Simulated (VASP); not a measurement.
# LaAl3Ag (Cmcm) in VASP: notebook, part 2 of 2

VASP 6.6.1.

## (3) Relaxation of cell and atoms, PBE

This run uses another cell than the first one, of 20.89 Å³/atom.

INCAR reads:

```
SYSTEM = LaAl3Ag
PREC = Accurate ; ENCUT = 600
EDIFF = 1E-7 ; ISMEAR = 0
SIGMA = 0.1 ; LREAL = .FALSE.
LASPH = .TRUE. ; NELM = 100
ALGO = Normal ; ISIF = 3
LWAVE = .FALSE. ; LCHARG = .FALSE.
GGA = PE ; IBRION = 2
NSW = 100 ; EDIFFG = -0.05
```

KPOINTS reads:

```
regular mesh
0
G
  4 4 4
  0 0 0
```

POSCAR reads:

```
LaAl3Ag
1.0
    3.1256000000     -5.4333000000      0.0000000000
    3.1256000000      5.4333000000      0.0000000000
    0.0000000000      0.0000000000      6.1515000000
La Al Ag
2 6 2
Direct
    0.2314966300      0.7685033700      0.2500000000
    0.7685033700      0.2314966300      0.7500000000
    0.6636942300      0.3363057700      0.2500000000
    0.3363057700      0.6636942300      0.7500000000
    0.7142785200      0.7142785200      0.5000000000
    0.7142785200      0.7142785200      0.0000000000
    0.2857214800      0.2857214800      0.5000000000
    0.2857214800      0.2857214800      0.0000000000
    0.9047548300      0.0952451700      0.2500000000
    0.0952451700      0.9047548300      0.7500000000
```

Potentials or basis: VASP PAW PBE potentials, release 64 (La, Al, Ag).

Launch:

```
$ cat potpaw_PBE.64/La/POTCAR potpaw_PBE.64/Al/POTCAR potpaw_PBE.64/Ag/POTCAR > POTCAR
$ mpirun -np 1 vasp_std > vasp.out
```

Wall time 26 min (1 thread of AMD EPYC 9R45 (Zen 5), shared host); peak memory 0.47 GiB.

Results (log left out):

| Property | Result |
| --- | --- |
| Free energy | -42.1166 eV |
| Relaxed volume | 21.23 Å³/atom |
| Relaxed cell | a = 6.265 Å, b = 6.265 Å, c = 6.153 Å, α = 90.00°, β = 90.00°, γ = 118.47° |
| Space group after relaxing (to 0.1 Å) | Cmcm (No. 63) |
| Energy gained by relaxing | 24.7 meV/atom |
| Ionic steps | 17 |
| Pressure after relaxing | -0.1 GPa |
| Largest force after relaxing | 0.026 eV/Å |
| Band gap on the k mesh | zero (bands 31 and 32 overlap by 1.01 eV) |

Forces in eV/Å, atoms in the order of the input:
```
La   0.000 -0.001  0.000
La   0.000  0.001  0.000
Al   0.000  0.015  0.000
Al   0.000 -0.015  0.000
Al  -0.004  0.000  0.000
Al  -0.004  0.000  0.000
Al   0.004  0.000  0.000
Al   0.004  0.000  0.000
Ag   0.000  0.026  0.000
Ag   0.000 -0.026  0.000
```

Stress tensor (GPa, compression positive):
```
 0.03  0.00  0.00
 0.00 -0.19  0.00
 0.00  0.00 -0.08
```

Step by step:
```
step  energy change (eV)  largest force (eV/Å)  pressure (GPa)  volume (Å³)
   1              0.0000                0.6969            1.45       208.93
   2             -0.1827                0.3797           -0.92       214.61
   3             -0.1887                0.3141           -1.39       215.93
   4             -0.2238                0.1942            0.22       211.23
   5             -0.2238                0.1962            0.15       211.41
   6             -0.2321                0.1250            0.14       211.45
   7             -0.2348                0.0798            0.14       211.50
   8             -0.2376                0.0707           -0.12       212.20
   9             -0.2383                0.0632           -0.32       212.80
  10             -0.2402                0.0540           -0.16       212.34
  11             -0.2411                0.0545            0.03       211.83
  12             -0.2411                0.0593            0.06       211.75
  13             -0.2419                0.0529            0.06       211.76
  14             -0.2439                0.0634            0.06       211.81
  15             -0.2451                0.0982            0.05       211.90
  16             -0.2459                0.0804            0.02       212.00
  17             -0.2474                0.0256           -0.08       212.31
```

Final structure:
```
La Al Ag
1.0
     3.20470   -5.38388    0.00000
     3.20470    5.38388    0.00000
     0.00000    0.00000    6.15254
La Al Ag
2 6 2
Direct
  0.24277 0.75723 0.25000
  0.75723 0.24277 0.75000
  0.65648 0.34352 0.25000
  0.34352 0.65648 0.75000
  0.72016 0.72016 0.50000
  0.72016 0.72016 0.00000
  0.27984 0.27984 0.50000
  0.27984 0.27984 0.00000
  0.89361 0.10639 0.25000
  0.10639 0.89361 0.75000
```

Levels at points of the mesh, in eV from the Fermi level:
| k point | band 27 | band 28 | band 29 | band 30 | band 31 | band 32 | band 33 | band 34 | band 35 | band 36 |
| --- | --- | --- | --- | --- | --- | --- | --- | --- | --- | --- |
| (0.00, 0.00, 0.00) | -1.83 | -1.70 | -1.37 | -1.18 | -0.47 | -0.20 | 0.99 | 1.43 | 1.51 | 1.64 |
| (0.50, 0.00, 0.00) | -1.60 | -1.50 | -1.37 | -0.72 | -0.69 | -0.31 | 1.31 | 1.41 | 1.52 | 1.52 |
| (0.50, 0.50, 0.00) | -1.32 | -1.17 | -1.15 | -1.07 | 0.04 | 1.10 | 1.12 | 1.33 | 1.50 | 1.61 |
| (0.00, 0.00, 0.50) | -1.48 | -1.48 | -1.12 | -1.12 | -0.79 | -0.79 | 1.49 | 1.49 | 1.83 | 1.83 |
| (0.50, 0.00, 0.50) | -1.08 | -1.08 | -0.09 | -0.09 | 0.23 | 0.23 | 0.74 | 0.74 | 1.35 | 1.35 |
| (0.50, 0.50, 0.50) | -0.83 | -0.83 | -0.36 | -0.36 | 0.01 | 0.01 | 0.83 | 0.83 | 1.19 | 1.19 |

Caveat: spin-orbit coupling is left out, which moves the levels of the heavy elements; the relaxation stopped at a loose force limit of 0.05 eV/Å, so its end isn't a converged minimum.

## (4) Single point, PBE

This run uses another cell than the first one, of 21.22 Å³/atom.

INCAR reads:

```
SYSTEM = LaAl3Ag
PREC = Accurate ; ENCUT = 520
EDIFF = 1E-6 ; ISMEAR = 0
SIGMA = 0.1 ; LREAL = .FALSE.
LASPH = .TRUE. ; NELM = 100
ALGO = Normal ; ISIF = 2
LWAVE = .FALSE. ; LCHARG = .FALSE.
GGA = PE ; NBANDS = 42
LUSENCCL = .FALSE.
```

KPOINTS reads:

```
Automatic mesh
0
G
  6 6 6
  0 0 0
```

POSCAR reads:

```
LaAl3Ag
1.0
    3.1824055902     -5.4244970017      0.0000000000
    3.1824055902      5.4244970017      0.0000000000
    0.0000000000      0.0000000000      6.1467066886
La Al Ag
2 6 2
Direct
    0.2430352426      0.7569647574      0.2500000000
    0.7569647574      0.2430352426      0.7500000000
    0.6543490382      0.3456509618      0.2500000000
    0.3456509618      0.6543490382      0.7500000000
    0.7231769739      0.7231769739      0.5000000000
    0.7231769739      0.7231769739      0.0000000000
    0.2768230261      0.2768230261      0.5000000000
    0.2768230261      0.2768230261      0.0000000000
    0.8893899899      0.1106100101      0.2500000000
    0.1106100101      0.8893899899      0.7500000000
```

Potentials or basis: VASP PAW PBE potentials, release 64 (La, Al, Ag).

Launch:

```
$ cat potpaw_PBE.64/La/POTCAR potpaw_PBE.64/Al/POTCAR potpaw_PBE.64/Ag/POTCAR > POTCAR
$ mpirun -np 1 vasp_std > vasp.out
```

OUTCAR:

```text
SYSTEM = LaAl3Ag
   PREC = Accurate
   ENCUT = 520
   EDIFF = 1E-6
   ISMEAR = 0
   LREAL = .FALSE.
   LASPH = .TRUE.
   NELM = 100
   ISIF = 2
   GGA = PE

 ion  position               nearest neighbor table
   1  0.243  0.757  0.250-   4 3.27   4 3.27   3 3.32   3 3.32  10 3.39  10 3.39   5 3.49   6 3.49
                             7 3.49   8 3.49   8 3.52   7 3.52   5 3.52   6 3.52   9 3.56   9 3.56
   2  0.757  0.243  0.750-   3 3.27   3 3.27   4 3.32   4 3.32   9 3.39   9 3.39   5 3.49   6 3.49
                             7 3.49   8 3.49   8 3.52   7 3.52   5 3.52   6 3.52  10 3.56  10 3.56
   3  0.654  0.346  0.250-   9 2.55   6 2.68   7 2.68   8 2.68   5 2.68   2 3.27   2 3.27   1 3.32
                             1 3.32
   4  0.346  0.654  0.750-  10 2.55   6 2.68   7 2.68   8 2.68   5 2.68   1 3.27   1 3.27   2 3.32
                             2 3.32
   5  0.723  0.723  0.500-   9 2.63  10 2.63   3 2.68   4 2.68   7 2.84   6 3.07   6 3.07   2 3.49
                             1 3.49   2 3.52   1 3.52
   6  0.723  0.723  0.000-   9 2.63  10 2.63   3 2.68   4 2.68   8 2.84   5 3.07   5 3.07   2 3.49
                             1 3.49   2 3.52   1 3.52
   7  0.277  0.277  0.500-   9 2.63  10 2.63   3 2.68   4 2.68   5 2.84   8 3.07   8 3.07   2 3.49
                             1 3.49   1 3.52   2 3.52
   8  0.277  0.277  0.000-   9 2.63  10 2.63   3 2.68   4 2.68   6 2.84   7 3.07   7 3.07   2 3.49
                             1 3.49   1 3.52   2 3.52
   9  0.889  0.111  0.250-   3 2.55   5 2.63   6 2.63   7 2.63   8 2.63   2 3.39   2 3.39   1 3.56
                             1 3.56
  10  0.111  0.889  0.750-   4 2.55   5 2.63   6 2.63   7 2.63   8 2.63   1 3.39   1 3.39   2 3.56
                             2 3.56

  LATTYP: Found a base centered orthorhombic cell.
 ALAT       =     6.3648111804
 B/A-ratio  =     1.7045272351
 C/A-ratio  =     0.9657327632

  Lattice vectors:

 A1 = (   3.1824055902,  -5.4244970017,   0.0000000000)
 A2 = (   3.1824055902,   5.4244970017,   0.0000000000)
 A3 = (   0.0000000000,   0.0000000000,   6.1467066886)

Analysis of symmetry for initial positions (statically):
=====================================================================
 Subroutine PRICEL returns:
 Original cell was already a primitive cell.

[... 171 lines left out ...]
 Gauss-broadening in eV      SIGMA  =   0.10
  energy-cutoff  :      520.00
  volume of cell :      212.22
 maximum number of plane-waves:      5749
   NGX = 23   NGY = 23   NGZ = 23

 number of electron      62.0000002 magnetization

 Free energy of the ion-electron system (eV)
  ---------------------------------------------------
  ext. energy  EPLUGINS =         0.00000000
  ---------------------------------------------------
  free energy    TOTEN  =       -42.13181104 eV

  energy without entropy =      -42.11618293  energy(sigma->0) =      -42.12399698

 E-fermi :   7.6220     XC(G=0): -10.1989

 val. band max:        7.6141800664   @ k =   0.5000   0.5000   0.5000
 cond. band min:       7.6596699316   @ k =   0.3333   0.3333   0.1667
 fundamental gap:      0.0454898652
 Fermi energy:         7.6219943925

 k-point     1 :       0.0000    0.0000    0.0000
  band No.  band energies     occupation
      1     -25.0441      2.00000
      2     -25.0259      2.00000
      3      -8.8573      2.00000
      4      -8.8321      2.00000
      5      -8.8274      2.00000
      6      -8.7839      2.00000
[... 1069 lines left out ...]
     41       9.5855      0.00000
     42       9.6171      0.00000

 [... further k-points ...]

------------------------ aborting loop because EDIFF is reached ----------------------------------------

  FORCE on cell =-STRESS in cart. coord.  units (eV):
  Direction    XX          YY          ZZ          XY          YZ          ZX
  --------------------------------------------------------------------------------------
  -------------------------------------------------------------------------------------
  Total       -0.1030851     -0.0926653     -0.1284767      0.0000000      0.0000000      0.0000000
  in kB       -0.7782497     -0.6995848     -0.9699457      0.0000000      0.0000000      0.0000000
  external PRESSURE =      -0.8159267 kB  Pullay stress =       0.0000000 kB

 VOLUME and BASIS-vectors are now :
 -----------------------------------------------------------------------------
  energy-cutoff  :      520.00
  volume of cell :      212.22
      direct lattice vectors                 reciprocal lattice vectors
     3.182405590 -5.424497002  0.000000000     0.157113852 -0.092174445  0.000000000
     3.182405590  5.424497002  0.000000000     0.157113852  0.092174445 -0.000000000
     0.000000000  0.000000000  6.146706689    -0.000000000  0.000000000  0.162688745

 POSITION                                       TOTAL-FORCE (eV/Angst)
 -----------------------------------------------------------------------------------
      3.18241      2.78781      1.53668         0.000000     -0.002447     -0.000000
      3.18241     -2.78781      4.61003         0.000000      0.002447      0.000000
      3.18241     -1.67453      1.53668         0.000000     -0.000424     -0.000000
      3.18241      1.67453      4.61003         0.000000      0.000424      0.000000
      4.60288      0.00000      3.07335        -0.001808     -0.000000     -0.000000
      4.60288      0.00000      0.00000        -0.001808     -0.000000     -0.000000
      1.76193      0.00000      3.07335         0.001808     -0.000000     -0.000000
      1.76193      0.00000      0.00000         0.001808     -0.000000     -0.000000
      3.18241     -4.22449      1.53668         0.000000      0.003429     -0.000000
      3.18241      4.22449      4.61003         0.000000     -0.003429      0.000000
 -----------------------------------------------------------------------------------
    total drift:                                0.000000      0.000000      0.000000

  FREE ENERGIE OF THE ION-ELECTRON SYSTEM (eV)
  ---------------------------------------------------
  free  energy   TOTEN  =       -42.1318110362 eV

  energy  without entropy=      -42.1161829261  energy(sigma->0) =      -42.12399698
```

Wall time 4.8 min (1 × NVIDIA H100 80GB with 1 thread of AMD EPYC 7R13 (Zen 3), shared host); peak memory 1.6 GiB.

What came out:

```
Free energy            : -42.1318 eV
Pressure               : -0.1 GPa
Largest force          : 0.003 eV/Å
Band gap on the k mesh : zero (bands 31 and 32 overlap by 1.40 eV)
```

Forces on the atoms (eV/Å):
```
La   0.000 -0.002  0.000
La   0.000  0.002  0.000
Al   0.000  0.000  0.000
Al   0.000  0.000  0.000
Al  -0.002  0.000  0.000
Al  -0.002  0.000  0.000
Al   0.002  0.000  0.000
Al   0.002  0.000  0.000
Ag   0.000  0.003  0.000
Ag   0.000 -0.003  0.000
```

Caveat: spin-orbit coupling is left out, which moves the levels of the heavy elements.

## (5) Overview

| task | cell | k mesh | cutoff (eV) | gap on the mesh (eV) | pressure (GPa) | largest force (eV/Å) |
| --- | --- | --- | --- | --- | --- | --- |
| single point | a = 6.245, b = 6.245, c = 6.147 Å, angles 90.0, 90.0, 118.0°, 10 atoms, atomic positions A | 4 × 4 × 4 | 520 | none | 0.1 | 0.02 |
| relaxation of cell and atoms | relaxed from a = 6.268, b = 6.268, c = 6.152 Å, angles 90.0, 90.0, 120.2°, 10 atoms, atomic positions B | 4 × 4 × 4 | 600 | none | -0.1 | 0.03 |
| single point | a = 6.289, b = 6.289, c = 6.147 Å, angles 90.0, 90.0, 119.2°, 10 atoms, atomic positions C | 6 × 6 × 6 | 520 | none | -0.1 | - |

Alike in all rows: level PBE; potentials or basis VASP PAW PBE potentials, release 64 (La, Al, Ag); no spin polarisation; smearing gaussian 0.1 eV.

Caveats: spin-orbit coupling is left out, which moves the levels of the heavy elements; the relaxation stopped at a loose force limit of 0.05 eV/Å, so its end isn't a converged minimum (at least some runs).

Total energies depend on the potentials used, so only differences within one code and one set of settings carry meaning.
